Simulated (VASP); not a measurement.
# Sc3Ru (Pm-3m) in VASP: a series of runs, part 2 of 2

VASP 6.6.1. The steps go on from the part before.

### 5 Single point, PBE

This run uses another cell than the first one, of 19.86 Å³/atom.

Input file INCAR:

```
PREC = Accurate
ENCUT = 520
EDIFF = 1E-6
ISMEAR = 0
SIGMA = 0.1
LREAL = F
LASPH = T
NELM = 80
ALGO = Fast
ISIF = 2
LWAVE = F
LCHARG = F
GGA = PE
NBANDS = 32
```

Input file KPOINTS:

```
Automatic mesh
0
Gamma
  12 12 12
```

Input file POSCAR:

```
Sc3Ru
1.0
    4.2985337465      0.0000000000      0.0000000000
    0.0000000000      4.2985337465      0.0000000000
    0.0000000000      0.0000000000      4.2985337465
Sc Ru
3 1
Direct
    0.0000000000      0.5000000000      0.5000000000
    0.5000000000      0.0000000000      0.5000000000
    0.5000000000      0.5000000000      0.0000000000
    0.0000000000      0.0000000000      0.0000000000
```

Potentials or basis: VASP PAW PBE potentials, release 64 (Sc_sv, Ru_pv).

Launch:

```bash
$ cat potpaw_PBE.64/Sc_sv/POTCAR potpaw_PBE.64/Ru_pv/POTCAR > POTCAR
$ mpirun -np 1 vasp_std > vasp.out
```

OUTCAR:

```text
PREC = Accurate
   ENCUT = 520
   EDIFF = 1E-6
   ISMEAR = 0
   LREAL = F
   LASPH = T
   NELM = 80
   ISIF = 2
   GGA = PE

 ion  position               nearest neighbor table
   1  0.000  0.500  0.500-   2 3.04   3 3.04   4 3.04   3 3.04   4 3.04   2 3.04   4 3.04   4 3.04
                             2 3.04   3 3.04   3 3.04   2 3.04
   2  0.500  0.000  0.500-   1 3.04   3 3.04   4 3.04   3 3.04   4 3.04   1 3.04   3 3.04   3 3.04
                             1 3.04   4 3.04   4 3.04   1 3.04
   3  0.500  0.500  0.000-   1 3.04   2 3.04   4 3.04   1 3.04   2 3.04   2 3.04   4 3.04   2 3.04
[... 1046 lines left out ...]
  --------------------------------------------------------------------------------------
  -------------------------------------------------------------------------------------
  Total        0.0360193      0.0360193      0.0360193      0.0000000      0.0000000     -0.0000000
  in kB        0.7265823      0.7265823      0.7265823      0.0000000      0.0000000     -0.0000000
  external PRESSURE =       0.7265823 kB  Pullay stress =       0.0000000 kB

 VOLUME and BASIS-vectors are now :
 -----------------------------------------------------------------------------
  energy-cutoff  :      520.00
  volume of cell :       79.43
      direct lattice vectors                 reciprocal lattice vectors
     4.298533747  0.000000000  0.000000000     0.232637466  0.000000000  0.000000000
     0.000000000  4.298533747  0.000000000     0.000000000  0.232637466  0.000000000
     0.000000000  0.000000000  4.298533747     0.000000000  0.000000000  0.232637466

 POSITION                                       TOTAL-FORCE (eV/Angst)
 -----------------------------------------------------------------------------------
      0.00000      2.14927      2.14927         0.000000      0.000000      0.000000
      2.14927      0.00000      2.14927         0.000000      0.000000      0.000000
      2.14927      2.14927      0.00000         0.000000      0.000000      0.000000
      0.00000      0.00000      0.00000         0.000000      0.000000      0.000000
 -----------------------------------------------------------------------------------
    total drift:                                0.000000     -0.000000     -0.000000

  FREE ENERGIE OF THE ION-ELECTRON SYSTEM (eV)
  ---------------------------------------------------
  free  energy   TOTEN  =       -28.3788092044 eV

  energy  without entropy=      -28.3479915162  energy(sigma->0) =      -28.36340036
```

Run time: 6.2 min. Hardware: 1 thread of Oxide Virtual Turin-like, shared host; peak memory 0.27 GiB.

Results:

* Free energy: -28.3788 eV
* Pressure: 0.1 GPa
* Band gap on the k mesh: zero (an odd number of electrons rules out a gap without spin polarisation)

Levels at points of the mesh, in eV from the Fermi level:
| k point | band 20 | band 21 | band 22 | band 23 | band 24 | band 25 | band 26 | band 27 | band 28 | band 29 |
| --- | --- | --- | --- | --- | --- | --- | --- | --- | --- | --- |
| (0.00, 0.00, 0.00) | -2.20 | -2.20 | -2.20 | 0.69 | 0.69 | 0.69 | 2.00 | 2.00 | 2.68 | 2.68 |
| (0.50, 0.00, 0.00) | -1.50 | -1.50 | -1.19 | -0.57 | -0.04 | 0.04 | 0.04 | 1.71 | 1.71 | 1.77 |
| (0.50, 0.50, 0.00) | -1.49 | -1.49 | -1.30 | -0.58 | -0.51 | 0.09 | 0.15 | 0.52 | 0.52 | 2.08 |
| (0.50, 0.50, 0.50) | -0.88 | -0.88 | 0.35 | 0.35 | 0.35 | 0.60 | 0.68 | 0.68 | 0.68 | 1.43 |

### 6 Relaxation of cell and atoms, PBE

This run uses another cell than the first one, of 19.83 Å³/atom.

Input file INCAR:

```
SYSTEM = Sc3Ru
PREC = Accurate ; ENCUT = 600
EDIFF = 1E-6 ; ISMEAR = 0
SIGMA = 0.1 ; LREAL = .FALSE.
LASPH = .TRUE. ; NELM = 60
ALGO = Fast ; ISIF = 3
LWAVE = .FALSE. ; LCHARG = .FALSE.
GGA = PE ; IBRION = 2
NSW = 100 ; EDIFFG = -0.01
```

Input file KPOINTS:

```
Automatic mesh
0
G
  12 12 12
  0 0 0
```

Input file POSCAR:

```
Sc3Ru
1.0
    4.2966104806      0.0000000000      0.0000000000
    0.0000000000      4.2966104806      0.0000000000
    0.0000000000      0.0000000000      4.2966104806
Sc Ru
3 1
Direct
    0.0000000000      0.5000000000      0.5000000000
    0.5000000000      0.0000000000      0.5000000000
    0.5000000000      0.5000000000      0.0000000000
    0.0000000000      0.0000000000      0.0000000000
```

Potentials or basis: VASP PAW PBE potentials, release 64 (Sc_sv, Ru_pv).

Launch:

```bash
$ cat potpaw_PBE.64/Sc_sv/POTCAR potpaw_PBE.64/Ru_pv/POTCAR > POTCAR
$ mpirun -np 1 vasp_std > vasp.out
```

Run time: 16 min. Hardware: 1 thread of Oxide Virtual Turin-like, shared host; peak memory 0.33 GiB.

Results (log left out):

```yaml
Free_energy: -28.3795 eV
Relaxed_volume: 19.89 Å³/atom
Relaxed_cell: a = 4.301 Å, b = 4.301 Å, c = 4.301 Å, α = 90.00°, β = 90.00°, γ = 90.00°
Space_group_after_relaxing_to_0.1_Å: Pm-3m (No. 221)
Energy_gained_by_relaxing: 0.1 meV/atom
Ionic_steps: 3
Pressure_after_relaxing: 0.0 GPa
Band_gap_on_the_k_mesh: zero (an odd number of electrons rules out a gap without spin polarisation)
```

Step by step:
| step | energy change (eV) | largest force (eV/Å) | pressure (GPa) | volume (Å³) |
| --- | --- | --- | --- | --- |
| 1 | 0.0000 | 0.0000 | 0.24 | 79.32 |
| 2 | -0.0002 | 0.0000 | -0.11 | 79.66 |
| 3 | -0.0002 | 0.0000 | -0.02 | 79.57 |

Final structure:
```
Sc Ru
1.0
     4.30114    0.00000    0.00000
     0.00000    4.30114    0.00000
     0.00000    0.00000    4.30114
Sc Ru
3 1
Direct
  0.00000 0.50000 0.50000
  0.50000 0.00000 0.50000
  0.50000 0.50000 0.00000
  0.00000 0.00000 0.00000
```

Levels at points of the mesh, in eV from the Fermi level:
| k point | band 20 | band 21 | band 22 | band 23 | band 24 | band 25 | band 26 | band 27 | band 28 |
| --- | --- | --- | --- | --- | --- | --- | --- | --- | --- |
| (0.00, 0.00, 0.00) | -2.19 | -2.19 | -2.19 | 0.69 | 0.69 | 0.69 | 1.99 | 1.99 | 2.67 |
| (0.50, 0.00, 0.00) | -1.50 | -1.50 | -1.18 | -0.56 | -0.04 | 0.04 | 0.04 | 1.71 | 1.74 |
| (0.50, 0.50, 0.00) | -1.48 | -1.48 | -1.30 | -0.58 | -0.51 | 0.09 | 0.15 | 0.52 | 0.52 |
| (0.50, 0.50, 0.50) | -0.87 | -0.87 | 0.35 | 0.35 | 0.35 | 0.60 | 0.68 | 0.68 | 0.68 |

### 7 Overview

```tsv
task	cell	k mesh	cutoff (eV)	gap on the mesh (eV)	pressure (GPa)	relaxed volume (Å³/atom)
single point	a = 4.107 Å, 4 atoms	4 × 4 × 4	520	none	15.2	-
single point	a = 4.297 Å, 4 atoms	4 × 4 × 4	520	none	0.0	-
relaxation of cell and atoms	relaxed from a = 4.107 Å, 4 atoms	4 × 4 × 4	600	none	-0.1	19.84
single point	a = 4.299 Å, 4 atoms	12 × 12 × 12	520	none	0.1	-
relaxation of cell and atoms	relaxed from a = 4.297 Å, 4 atoms	12 × 12 × 12	600	none	0.0	19.89
```

Alike in all rows: level PBE; potentials or basis VASP PAW PBE potentials, release 64 (Sc_sv, Ru_pv); no spin polarisation; smearing gaussian 0.1 eV.

Caveats: some runs use coarse meshes.

Absolute energies hang on the potentials; compare differences alone.
